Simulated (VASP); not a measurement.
Here is a VASP 6.6.1 calculation.

INCAR

```
SYSTEM = Li2Pt
  PREC = Accurate
  ENCUT = 520
  EDIFF = 1E-6
  ISMEAR = -1
  SIGMA = 0.15
  LREAL = .FALSE.
  LASPH = .TRUE.
  NELM = 100
  ALGO = Normal
  ISIF = 2
  LWAVE = .FALSE.
  LCHARG = .FALSE.
  GGA = CA
  NBANDS = 15
```

The input KPOINTS:

```
Automatic mesh
0
G
  8 8 11
  0 0 0
```

File POSCAR:

```
Li2Pt
1.0
    4.1005474511      0.0000000000      0.0000000000
   -2.0502737255      3.5511779288      0.0000000000
    0.0000000000      0.0000000000      2.6066786353
Li Pt
2 1
Direct
    0.3333333333      0.6666666667      0.5000000000
    0.6666666667      0.3333333333      0.5000000000
    0.0000000000      0.0000000000      0.0000000000
```

Potentials or basis: VASP PAW LDA potentials, release 64 (Li_sv, Pt).

Launch:

```sh
$ cat potpaw_LDA.64/Li_sv/POTCAR potpaw_LDA.64/Pt/POTCAR > POTCAR
$ mpirun -np 1 vasp_std > vasp.out
```

Q: Estimate the band gap on the k mesh.

A: Zero (bands 8 and 9 overlap by 1.49 eV).

Caveat: spin-orbit coupling is left out, which moves the levels of the heavy elements.
